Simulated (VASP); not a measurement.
The system is CaHfAs2.

```
Ca Hf As
1.0
     4.04992    0.00000    0.00000
    -2.02496    3.50733    0.00000
     0.00000    0.00000    6.65409
Ca Hf As
1 1 2
Cartesian
  0.0000 0.0000 0.0000
  0.0000 0.0000 3.3270
  0.0000 2.3382 4.7745
  2.0250 1.1691 1.8796
```

```yaml
Program: VASP 6.6.1
Task: relaxation of cell and atoms
Functional: PBE
Potentials_or_basis: VASP PAW PBE potentials, release 64 (Ca_sv, Hf_pv, As)
Cutoff: 600 eV
k_mesh: 12 × 12 × 8
Occupations: gaussian, width 0.1 eV
Spin: no spin polarisation
```

At the start: pressure 1.1 GPa; volume 23.63 Å³/atom.

Task: How do energy, volume and symmetry change on relaxing?

Result: Over 11 steps the energy falls by 48.7 meV/atom and the volume is 23.59 Å³/atom (-0.2 %); space group P-3m1 (No. 164, to 0.05 Å).

Step by step:
```tsv
step	energy change (eV)	largest force (eV/Å)	pressure (GPa)	volume (Å³)
1	0.0000	0.3265	1.08	94.52
2	-0.1731	0.0277	-1.39	96.56
3	-0.1780	0.0383	-1.83	96.93
4	-0.1905	0.1168	0.91	93.31
5	-0.1944	0.0640	-0.03	94.48
6	-0.1944	0.0618	-0.06	94.53
7	-0.1947	0.0361	-0.04	94.44
8	-0.1949	0.0037	0.00	94.34
9	-0.1949	0.0056	0.01	94.35
10	-0.1949	0.0101	0.01	94.36
11	-0.1949	0.0073	-0.02	94.35
```

Final structure:
```xyz
4
Lattice="3.9232 0.0000 0.0000 -1.9616 3.3976 0.0000 0.0000 0.0000 7.0788" Properties=species:S:1:pos:R:3 pbc="T T T"
Ca    0.0000    0.0000    0.0000
Hf    0.0000    0.0000    3.5394
As    0.0000    2.2650    5.1058
As    1.9616    1.1325    1.9730
```
